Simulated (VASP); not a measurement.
# BeOs (Fm-3m) in VASP: notebook

Runs on BeOs. Level: PBE. Tasks: single point, relaxation of cell and atoms.

All numbers are computed with VASP 6.6.1; they aren't measurements. Logs are shortened: lines on timing, memory, paths and dates and some standing lists are left out, and cuts for length are marked.

## 1. The cell of the first run

It takes space group Fm-3m (No. 225, cubic). The conventional cell has a = 4.519 Å, b = 4.519 Å, c = 4.519 Å, α = 90.00°, β = 90.00°, γ = 90.00°. Be (site symmetry m-3m) has 6 Os at 2.26 Å within 3.0 Å. Os (site symmetry m-3m) has 6 Be at 2.26 Å within 3.0 Å.

## 2. Single point, PBE

Contents of INCAR:

```
ALGO = Normal
EDIFF = 1E-6
ENCUT = 520
GGA = PE
ISIF = 2
ISMEAR = 0
LASPH = T
LCHARG = T
LELF = T
LREAL = F
LVHAR = T
LWAVE = F
NBANDS = 12
NELM = 100
PREC = Accurate
SIGMA = 0.1
```

Contents of KPOINTS:

```
k-points
0
Gamma
  22 22 22
```

Contents of POSCAR:

```
BeOs
1.0
    0.0000000000      2.2593072907      2.2593072907
    2.2593072907      0.0000000000      2.2593072907
    2.2593072907      2.2593072907      0.0000000000
Be Os
1 1
Direct
    0.0000000000      0.0000000000      0.0000000000
    0.5000000000      0.5000000000      0.5000000000
```

Potentials or basis: VASP PAW PBE potentials, release 64 (Be, Os).

Started as:

```sh
$ cat potpaw_PBE.64/Be/POTCAR potpaw_PBE.64/Os/POTCAR > POTCAR
$ mpirun -np 1 vasp_std > vasp.out
```

OUTCAR:

```text
EDIFF = 1E-6
   ENCUT = 520
   GGA = PE
   ISIF = 2
   ISMEAR = 0
   LASPH = T
   LREAL = F
   NELM = 100
   PREC = Accurate

 ion  position               nearest neighbor table
   1  0.000  0.000  0.000-   2 2.26   2 2.26   2 2.26   2 2.26   2 2.26   2 2.26
   2  0.500  0.500  0.500-   1 2.26   1 2.26   1 2.26   1 2.26   1 2.26   1 2.26

  LATTYP: Found a face centered cubic cell.
 ALAT       =     4.5186145814

  Lattice vectors:

 A1 = (   0.0000000000,   2.2593072907,   2.2593072907)
 A2 = (   2.2593072907,   0.0000000000,   2.2593072907)
 A3 = (   2.2593072907,   2.2593072907,   0.0000000000)

Analysis of symmetry for initial positions (statically):
=====================================================================
 Subroutine PRICEL returns:
 Original cell was already a primitive cell.

 Routine SETGRP: Setting up the symmetry group for a
 face centered cubic supercell.

 Subroutine GETGRP returns: Found 48 space group operations
 (whereof 48 operations were pure point group operations)
 out of a pool of 48 trial point group operations.

The static configuration has the point symmetry O_h .

Analysis of symmetry for dynamics (positions and initial velocities):
=====================================================================
 Subroutine PRICEL returns:
 Original cell was already a primitive cell.

 Routine SETGRP: Setting up the symmetry group for a
 face centered cubic supercell.

 Subroutine GETGRP returns: Found 48 space group operations
 (whereof 48 operations were pure point group operations)
 out of a pool of 48 trial point group operations.

The dynamic configuration has the point symmetry O_h .

 Subroutine INISYM returns: Found 48 space group operations
 (whereof 48 operations are pure point group operations),
 and found     1 'primitive' translations

----------------------------------------------------------------------------------------

                                     Primitive cell

  volume of cell :      23.0651

  direct lattice vectors                    reciprocal lattice vectors
     0.000000000  2.259307291  2.259307291    -0.221306770  0.221306770  0.221306770
     2.259307291  0.000000000  2.259307291     0.221306770 -0.221306770  0.221306770
     2.259307291  2.259307291  0.000000000     0.221306770  0.221306770 -0.221306770

  length of vectors
     3.195143012  3.195143012  3.195143012     0.383314571  0.383314571  0.383314571

  position of ions in fractional coordinates (direct lattice)
     0.000000000  0.000000000  0.000000000
     0.500000000  0.500000000  0.500000000

  ion indices of the primitive-cell ions
   primitive index   ion index
                 1           1
                 2           2

----------------------------------------------------------------------------------------

 KPOINTS: k-points

Automatic generation of k-mesh.
 Grid dimensions read from file:
 generate k-points for:   22   22   22

 Generating k-lattice:

  Cartesian coordinates                     Fractional coordinates (reciprocal lattice)
    -0.010059399  0.010059399  0.010059399     0.045454545  0.000000000  0.000000000
     0.010059399 -0.010059399  0.010059399     0.000000000  0.045454545  0.000000000
     0.010059399  0.010059399 -0.010059399     0.000000000  0.000000000  0.045454545

  Length of vectors
     0.017423390  0.017423390  0.017423390

  Shift w.r.t. Gamma in fractional coordinates (k-lattice)
     0.000000000  0.000000000  0.000000000

 Subroutine IBZKPT returns following result:
 ===========================================

 Found    328 irreducible k-points:

 Following reciprocal coordinates:
            Coordinates               Weight
  0.000000  0.000000  0.000000      1.000000
  0.045455  0.000000  0.000000      8.000000
  0.090909  0.000000  0.000000      8.000000
  0.136364  0.000000  0.000000      8.000000
  0.181818  0.000000  0.000000      8.000000
  0.227273  0.000000  0.000000      8.000000
[... 16 lines left out ...]
  0.500000  0.045455  0.000000     24.000000
 -0.454545  0.045455  0.000000     24.000000
 [... further k-points ...]
   k-points           NKPTS =    328   k-points in BZ     NKDIM =    328   number of bands    NBANDS=     12
   number of dos      NEDOS =    301   number of ions     NIONS =      2
   total plane-waves  NPLWV =  13824
   dimension x,y,z NGX =    24 NGY =   24 NGZ =   24
   dimension x,y,z NGXF=    48 NGYF=   48 NGZF=   48
   ions per type =               1   1
   NGX,Y,Z   is equivalent  to a cutoff of  12.49, 12.49, 12.49 a.u.
   NGXF,Y,Z  is equivalent  to a cutoff of  24.97, 24.97, 24.97 a.u.
 SYSTEM =  unknown system
   PREC   = accura    normal or accurate (medium, high low for compatibility)
   ISTART =      0    job   : 0-new  1-cont  2-samecut
   ICHARG =      2    charge: 1-file 2-atom 10-const
   ISPIN  =      1    spin polarized calculation?
   LNONCOLLINEAR =      F non collinear calculations
   LSORBIT =      F    spin-orbit coupling
   LASPH  =      T    aspherical Exc in radial PAW
   ENCUT  =  520.0 eV  38.22 Ry    6.18 a.u.   5.94  5.94  5.94*2*pi/ulx,y,z
   NELM   =    100;   NELMIN=  2; NELMDL= -5     # of ELM steps
   EDIFF  = 0.1E-05   stopping-criterion for ELM
   LREAL  =      F    real-space projection
   EDIFFG = 0.1E-04   stopping-criterion for IOM
   NSW    =      0    number of steps for IOM
   IBRION =     -1    ionic relax: 0-MD 1-quasi-New 2-CG
   NFREE  =      0    steps in history (QN), initial steepest desc. (CG)
   ISIF   =      2    stress and relaxation
   ISYM   =      2    0-nonsym 1-usesym 2-fastsym
   POTIM  = 0.5000    time-step for ionic-motion
   TEBEG  =    0.0;   TEEND  =   0.0 temperature during run
   PSTRESS=    0.0 pullay stress
   NELECT =      10.0000    total number of electrons
   NUPDOWN=      -1.0000    fix difference up-down
   EMIN   =  10.00;   EMAX   =-10.00  energy-range for DOS
   EFERMI =   0.00;   METHOD = LEGACY
   ISMEAR =     0;   SIGMA  =   0.10  broadening in eV -4-tet -1-fermi 0-gaus
   EFERMI_NEDOS =   21; number of points for ismear=-14 and -15
   IALGO  =     38    algorithm
   IMIX   =      4    mixing-type and parameters
     AMIX     =   0.40;   BMIX     =  1.00
     AMIX_MAG =   1.60;   BMIX_MAG =  1.00
  volume/ion in A,a.u.               =      11.53        77.83
  Fermi-wavevector in a.u.,A,eV,Ry     =   1.239052  2.341469 20.888342  1.535250
  Thomas-Fermi vector in A             =   2.373552
   LORBIT       =      0    0 simple, 1 ext, 2 COOP (PROOUT), +10 PAW based schemes
   GGA     = PE    functional components
   LHFCALC =     F    Hartree Fock is set to
   AEXX    =    0.0000 exact exchange contribution
   IVDW    =     0    specifies the selected vdW correction
   LEPSILON=     F    determine dielectric tensor
   LRPA    =     F    only Hartree local field effects (RPA)
 non-spin polarized calculation
 Gauss-broadening in eV      SIGMA  =   0.10
  energy-cutoff  :      520.00
  volume of cell :       23.07
 maximum number of plane-waves:       636
   NGX = 11   NGY = 11   NGZ = 11

 number of electron      10.0000000 magnetization

 Free energy of the ion-electron system (eV)
  ---------------------------------------------------
  ext. energy  EPLUGINS =         0.00000000
  ---------------------------------------------------
  free energy    TOTEN  =       -13.91446833 eV

  energy without entropy =      -13.90169787  energy(sigma->0) =      -13.90808310

 E-fermi :   7.5199     XC(G=0): -12.4967

 val. band max:        7.5198148079   @ k =   0.4091   0.1818   0.0000
 cond. band min:       7.5222776736   @ k =  -0.4545   0.4091   0.1364
 fundamental gap:      0.0024628657
 Fermi energy:         7.5198932799

 k-point     1 :       0.0000    0.0000    0.0000
  band No.  band energies     occupation
      1      -2.7307      2.00000
      2       4.8906      2.00000
      3       4.8906      2.00000
      4       4.8906      2.00000
      5       6.0050      2.00000
      6       6.0050      2.00000
      7      13.6170      0.00000
      8      13.6170      0.00000
      9      13.6170      0.00000
     10      19.0520      0.00000
     11      27.4175      0.00000
     12      28.9892      0.00000

 k-point     2 :       0.0455    0.0000    0.0000
  band No.  band energies     occupation
      1      -2.6773      2.00000
      2       4.8421      2.00000
      3       4.9114      2.00000
      4       4.9114      2.00000
      5       5.9531      2.00000
      6       5.9531      2.00000
      7      13.5951      0.00000
      8      13.7447      0.00000
      9      13.7447      0.00000
     10      19.1396      0.00000
     11      27.4126      0.00000
     12      28.2013      0.00000

 k-point     3 :       0.0909    0.0000    0.0000
  band No.  band energies     occupation
      1      -2.5192      2.00000
      2       4.7062      2.00000
      3       4.9541      2.00000
      4       4.9541      2.00000
      5       5.8314      2.00000
      6       5.8314      2.00000
      7      13.5229      0.00000
      8      14.1099      0.00000
      9      14.1099      0.00000
     10      19.3774      0.00000
     11      26.6957      0.00000
     12      27.6806      0.00000

 k-point     4 :       0.1364    0.0000    0.0000
  band No.  band energies     occupation
      1      -2.2628      2.00000
      2       4.5080      2.00000
      3       4.9408      2.00000
      4       4.9408      2.00000
      5       5.7522      2.00000
      6       5.7522      2.00000
      7      13.3828      0.00000
      8      14.6688      0.00000
      9      14.6688      0.00000
     10      19.6754      0.00000
     11      25.4832      0.00000
     12      26.7964      0.00000

 k-point     5 :       0.1818    0.0000    0.0000
  band No.  band energies     occupation
      1      -1.9202      2.00000
      2       4.2821      2.00000
      3       4.7808      2.00000
      4       4.7808      2.00000
      5       5.8409      2.00000
      6       5.8409      2.00000
      7      13.1499      0.00000
      8      15.3681      0.00000
      9      15.3681      0.00000
     10      19.8437      0.00000
     11      24.6370      0.00000
     12      25.6346      0.00000
[... 228 lines left out ...]
      1       0.0331      2.00000
      2       3.5499      2.00000
      3       3.7368      2.00000
      4       3.9362      2.00000
      5       7.1615      2.00000
      6       7.3636      1.97296
      7      10.5166      0.00000
      8      18.0027      0.00000
      9      18.0076      0.00000
     10      19.7780      0.00000
     11      20.4453      0.00000
     12      21.5234      0.00000

 k-point    22 :       0.4545    0.0455    0.0000
  band No.  band energies     occupation
      1       0.2484      2.00000
      2       3.4556      2.00000
      3       3.6032      2.00000
      4       4.0952      2.00000
      5       7.4373      1.75743
      6       7.5336      0.84635
      7       9.9237      0.00000
      8      17.7947      0.00000
      9      18.4541      0.00000
     10      19.6965      0.00000
     11      20.3582      0.00000
     12      21.2023      0.00000

 k-point    23 :       0.5000    0.0455    0.0000
  band No.  band energies     occupation
      1       0.3435      2.00000
      2       3.4215      2.00000
      3       3.5309      2.00000
      4       4.2112      2.00000
      5       7.5818      0.38100
      6       7.6105      0.19995
      7       9.6048      0.00000
      8      17.7031      0.00000
      9      18.8793      0.00000
     10      19.1111      0.00000
     11      20.7513      0.00000
     12      20.9631      0.00000

 k-point    24 :      -0.4545    0.0455    0.0000
  band No.  band energies     occupation
      1       0.3248      2.00000
      2       3.4503      2.00000
      3       3.5234      2.00000
      4       4.1842      2.00000
      5       7.4972      1.25146
      6       7.6488      0.06840
      7       9.6749      0.00000
      8      17.7225      0.00000
      9      18.6594      0.00000
     10      19.3845      0.00000
     11      20.6631      0.00000
     12      20.9950      0.00000

 [... further k-points ...]

------------------------ aborting loop because EDIFF is reached ----------------------------------------

  FORCE on cell =-STRESS in cart. coord.  units (eV):
  Direction    XX          YY          ZZ          XY          YZ          ZX
  --------------------------------------------------------------------------------------
  -------------------------------------------------------------------------------------
  Total        0.0648927      0.0648927      0.0648927      0.0000000      0.0000000      0.0000000
  in kB        4.5076514      4.5076514      4.5076514      0.0000000      0.0000000      0.0000000
  external PRESSURE =       4.5076514 kB  Pullay stress =       0.0000000 kB

 VOLUME and BASIS-vectors are now :
 -----------------------------------------------------------------------------
  energy-cutoff  :      520.00
  volume of cell :       23.07
      direct lattice vectors                 reciprocal lattice vectors
     0.000000000  2.259307291  2.259307291    -0.221306770  0.221306770  0.221306770
     2.259307291  0.000000000  2.259307291     0.221306770 -0.221306770  0.221306770
     2.259307291  2.259307291  0.000000000     0.221306770  0.221306770 -0.221306770

 POSITION                                       TOTAL-FORCE (eV/Angst)
 -----------------------------------------------------------------------------------
      0.00000      0.00000      0.00000         0.000000      0.000000     -0.000000
      2.25931      2.25931      2.25931        -0.000000     -0.000000      0.000000
 -----------------------------------------------------------------------------------
    total drift:                               -0.000000     -0.000000      0.000000

  FREE ENERGIE OF THE ION-ELECTRON SYSTEM (eV)
  ---------------------------------------------------
  free  energy   TOTEN  =       -13.9144683309 eV

  energy  without entropy=      -13.9016978718  energy(sigma->0) =      -13.90808310
```

Run time: 36 s. Hardware: 1 thread of Intel Xeon Platinum 8124M at 3.00GHz (Skylake/Cascade Lake), shared host; peak memory 0.22 GiB.

Results:

* Free energy: -13.9145 eV
* Pressure: 0.5 GPa
* Band gap on the k mesh: zero (band 5 reaches 8.23 eV, above the bottom of band 6 at 5.75 eV)

Levels at points of the mesh, in eV from the Fermi level:
```tsv
k point	band 3	band 4	band 5	band 6	band 7	band 8
(0.00, 0.00, 0.00)	-2.63	-2.63	-1.51	-1.51	6.10	6.10
(0.50, 0.00, 0.00)	-4.03	-3.29	0.05	0.05	2.09	10.09
(0.50, 0.50, 0.00)	-2.70	-0.30	0.71	0.71	2.54	2.54
```

Caveat: spin-orbit coupling is left out, which moves the levels of the heavy elements.

## 3. Relaxation of cell and atoms, PBE

This run uses another cell than the first one, of 11.50 Å³/atom, 0.997 times its volume.

Contents of INCAR:

```
PREC = Accurate
ENCUT = 600
EDIFF = 1E-6
ISMEAR = 0
SIGMA = 0.1
LREAL = F
LASPH = T
NELM = 100
ALGO = Normal
ISIF = 3
LWAVE = F
LCHARG = F
GGA = PE
IBRION = 2
NSW = 100
EDIFFG = -0.01
```

Contents of KPOINTS:

```
regular mesh
0
Gamma
  22 22 22
```

Contents of POSCAR:

```
BeOs
1.0
    0.0000000000      2.2570037783      2.2570037783
    2.2570037783      0.0000000000      2.2570037783
    2.2570037783      2.2570037783      0.0000000000
Be Os
1 1
Direct
    0.0000000000      0.0000000000      0.0000000000
    0.5000000000      0.5000000000      0.5000000000
```

Potentials or basis: VASP PAW PBE potentials, release 64 (Be, Os).

Started as:

```sh
$ cat potpaw_PBE.64/Be/POTCAR potpaw_PBE.64/Os/POTCAR > POTCAR
$ mpirun -np 1 vasp_std > vasp.out
```

OUTCAR:

```text
PREC = Accurate
   ENCUT = 600
   EDIFF = 1E-6
   ISMEAR = 0
   LREAL = F
   LASPH = T
   NELM = 100
   ISIF = 3
   GGA = PE
   IBRION = 2
   NSW = 100
   EDIFFG = -0.01

 ion  position               nearest neighbor table
   1  0.000  0.000  0.000-   2 2.26   2 2.26   2 2.26   2 2.26   2 2.26   2 2.26
   2  0.500  0.500  0.500-   1 2.26   1 2.26   1 2.26   1 2.26   1 2.26   1 2.26

  LATTYP: Found a face centered cubic cell.
 ALAT       =     4.5140075566

  Lattice vectors:

 A1 = (   0.0000000000,   2.2570037783,   2.2570037783)
 A2 = (   2.2570037783,   0.0000000000,   2.2570037783)
 A3 = (   2.2570037783,   2.2570037783,   0.0000000000)

Analysis of symmetry for initial positions (statically):
=====================================================================
 Subroutine PRICEL returns:
 Original cell was already a primitive cell.

[... 254 lines left out ...]

 val. band max:        7.4911566665   @ k =   0.4091   0.1818   0.0000
 cond. band min:       7.4943927238   @ k =  -0.4545   0.4091   0.1364
 fundamental gap:      0.0032360573
 Fermi energy:         7.4914746576

 k-point     1 :       0.0000    0.0000    0.0000
  band No.  band energies     occupation
      1      -2.7411      2.00000
      2       4.8718      2.00000
      3       4.8718      2.00000
      4       4.8718      2.00000
      5       5.9815      2.00000
      6       5.9815      2.00000
      7      13.5856      0.00000
      8      13.5856      0.00000
      9      13.5856      0.00000
[... 265 lines left out ...]
 k-point    24 :      -0.4545    0.0455    0.0000
  band No.  band energies     occupation
      1       0.3148      2.00000
      2       3.4346      2.00000
      3       3.5080      2.00000
      4       4.1605      2.00000
      5       7.4687      1.25244
      6       7.6196      0.07008
      7       9.6379      0.00000
      8      17.6869      0.00000
      9      18.6135      0.00000

 [... further k-points ...]
[... 5 lines left out ...]
  --------------------------------------------------------------------------------------
  -------------------------------------------------------------------------------------
  Total        0.0024124      0.0024124      0.0024124      0.0000000      0.0000000      0.0000000
  in kB        0.1671789      0.1671789      0.1671789      0.0000000      0.0000000      0.0000000
  external PRESSURE =       0.1671789 kB  Pullay stress =       0.0000000 kB
[... 17 lines left out ...]
  FREE ENERGIE OF THE ION-ELECTRON SYSTEM (eV)
  ---------------------------------------------------
  free  energy   TOTEN  =       -13.9150051531 eV

  energy  without entropy=      -13.9021942979  energy(sigma->0) =      -13.90859973

 reached required accuracy - stopping structural energy minimisation
```

OSZICAR:

```text
N       E                     dE             d eps       ncg     rms          rms(c)
DAV:   1     0.455804171427E+02    0.45580E+02   -0.55544E+03  5912   0.115E+03
DAV:   2    -0.127675269332E+02   -0.58348E+02   -0.55867E+02  6515   0.260E+02
DAV:   3    -0.154318449441E+02   -0.26643E+01   -0.25636E+01  7490   0.486E+01
[... 19 lines left out ...]
DAV:   2    -0.139150166468E+02    0.26670E-02   -0.11999E-02  7743   0.998E-01    0.441E-02
DAV:   3    -0.139150037689E+02    0.12878E-04   -0.27821E-04  6092   0.152E-01    0.197E-02
DAV:   4    -0.139150036480E+02    0.12090E-06   -0.40607E-05  6453   0.417E-02    0.402E-03
DAV:   5    -0.139150046991E+02   -0.10511E-05   -0.19718E-06  6035   0.156E-02    0.336E-03
DAV:   6    -0.139150051531E+02   -0.45401E-06   -0.24893E-07  3067   0.549E-03
   3 F= -.13915005E+02 E0= -.13908600E+02  d E =-.464670E-03
```

It took 2 min on 1 thread of Intel Xeon Platinum 8124M at 3.00GHz (Skylake/Cascade Lake), shared host; peak memory 0.26 GiB.

What came out:

* Free energy: -13.9150 eV
* Relaxed volume: 11.56 Å³/atom
* Relaxed cell: a = 3.198 Å, b = 3.198 Å, c = 3.198 Å, α = 60.00°, β = 60.00°, γ = 60.00°
* Space group after relaxing (to 0.05 Å): Fm-3m (No. 225)
* Energy gained by relaxing: 0.2 meV/atom
* Ionic steps: 3
* Pressure after relaxing: 0.0 GPa
* Band gap on the k mesh: zero (band 5 reaches 8.20 eV, above the bottom of band 6 at 5.73 eV)

The path:
```tsv
step	energy change (eV)	largest force (eV/Å)	pressure (GPa)	volume (Å³)
1	0.0000	0.0000	1.20	22.99
2	0.0003	0.0000	-1.50	23.28
3	-0.0005	0.0000	0.02	23.12
```

Final structure:
```yaml
crystal:
  lattice:
    - [0.00000, 2.26108, 2.26108]
    - [2.26108, 0.00000, 2.26108]
    - [2.26108, 2.26108, 0.00000]
  atoms:
    - { symbol: Be, position: [0.00000, 0.00000, 0.00000] }
    - { symbol: Os, position: [0.50000, 0.50000, 0.50000] }
```

Levels at points of the mesh, in eV from the Fermi level:
```
           k point  band 2  band 3  band 4  band 5  band 6  band 7  band 8  band 9
(0.00, 0.00, 0.00)   -2.62   -2.62   -2.62   -1.51   -1.51    6.09    6.09    6.09
(0.50, 0.00, 0.00)   -4.02   -4.02   -3.28    0.05    0.05    2.08   10.08   12.01
(0.50, 0.50, 0.00)   -4.76   -2.69   -0.30    0.70    0.70    2.54    2.54    3.86
```

Caveat: spin-orbit coupling is left out, which moves the levels of the heavy elements.

(Part 1 of 2 ends here.)
